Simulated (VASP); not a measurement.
Wanted: the native input for a VASP 6.6.1 run.

```yaml
Task: single point
Functional: PBE
Potentials_or_basis: VASP PAW PBE potentials, release 64 (Hf_pv, B)
Cutoff: 520 eV
k_mesh: 7 × 7 × 7
Occupations: fermi-dirac, width 0.1 eV
Spin: no spin polarisation
Dipole_correction: no
Further_INCAR_settings: ALGO = Normal; EDIFF = 1e-07; NBANDS = 14
```

The structure of HfB lies in POSCAR:

```
HfB
1.0
    3.0012621485      0.0000000000      0.0000000000
    0.0000000000      3.0012621485      0.0000000000
    0.0000000000      0.0000000000      3.0012621485
Hf B
1 1
Direct
    0.0000000000      0.0000000000      0.0000000000
    0.5000000000      0.5000000000      0.5000000000
```

The input as run:

INCAR

```
SYSTEM = HfB
PREC = Accurate
ENCUT = 520
EDIFF = 1E-7
ISMEAR = -1
SIGMA = 0.1
LREAL = .False.
LASPH = .True.
NELM = 100
ALGO = Normal
ISIF = 2
LWAVE = .False.
LCHARG = .False.
GGA = PE
NBANDS = 14
```

KPOINTS

```
Automatic mesh
0
Gamma
  7 7 7
  0 0 0
```

Potentials or basis: VASP PAW PBE potentials, release 64 (Hf_pv, B).

The run is started by

```sh
$ cat potpaw_PBE.64/Hf_pv/POTCAR potpaw_PBE.64/B/POTCAR > POTCAR
$ mpirun -np 1 vasp_std > vasp.out
```

It gave:

| Quantity | Value |
| --- | --- |
| Pressure | -0.5 GPa |

It took 4.1 s on 1 thread of Intel(R) Xeon(R) Platinum 8488C (Sapphire Rapids), on a shared host, peak memory 0.13 GiB.
